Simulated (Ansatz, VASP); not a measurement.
# Ti4H in VASP and in Ansatz

```
CELL_PARAMETERS angstrom
5.35679 0.00000 0.00000
-2.67839 4.63911 0.00000
0.00000 0.00000 3.10508
ATOMIC_POSITIONS crystal
Ti 0.50000 0.00000 0.00000
Ti 0.00000 0.50000 0.00000
Ti 0.50000 0.50000 0.00000
Ti 0.00000 0.00000 0.50000
H 0.00000 0.00000 0.00000
```

Alike in both runs: functional PBE; k mesh 6 × 6 × 4; occupations gaussian, width 0.1 eV; no spin polarisation.

Ansatz relaxed the structure, and its values are those at the end. VASP's run is a single point on that final structure, the one shown.

|  | VASP | Ansatz |
| --- | --- | --- |
| version | VASP 6.6.1 | Ansatz 0.2.0 |
| potentials or method | VASP PAW PBE potentials, release 64 (Ti_sv, H), cutoff 520 eV | scalar-relativistic, plane waves, PAW |
| valence electrons in the cell | 49 | 49 |

```csv
,VASP,Ansatz,Ansatz less VASP
gap on the k mesh at the Fermi level (eV),none,none,-
pressure (GPa),-0.1,0.1,+0.17
```

A gap of «none» marks a metal or a gap that the smearing closes. The functional is the same, so the differences come from potentials, cutoffs and numerics.

The k mesh is coarse, so the values compare programs but aren't converged.
